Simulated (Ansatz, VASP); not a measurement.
# Ba: VASP beside Ansatz

```
CELL_PARAMETERS angstrom
-2.23161 2.23161 3.39508
2.23161 -2.23161 3.39508
2.23161 2.23161 -3.39508
ATOMIC_POSITIONS crystal
Ba 0.00000 0.00000 0.00000
```

Alike in both runs: task single point; functional PBEsol; k mesh 6 × 6 × 6; occupations gaussian, width 0.1 eV; no spin polarisation.

|  | VASP | Ansatz |
| --- | --- | --- |
| version | VASP 6.6.1 | Ansatz 0.2.0 |
| potentials or method | VASP PAW PBE potentials, release 64 (Ba_sv), cutoff 500 eV | scalar-relativistic, plane waves, PAW |
| valence electrons in the cell | 10 | 10 |

|  | VASP | Ansatz | Ansatz less VASP |
| --- | --- | --- | --- |
| gap on the k mesh at the Fermi level (eV) | none | none | - |
| pressure (GPa) | -1.0 | -1.0 | -0.04 |
| traceless stress, the component that is largest in VASP (GPa) | -0.08 | -0.08 | -0.003 |

VASP's potentials were made for PBE, not for PBEsol. A gap of «none» marks a metal or a gap that the smearing closes.

Spin-orbit coupling is off throughout.
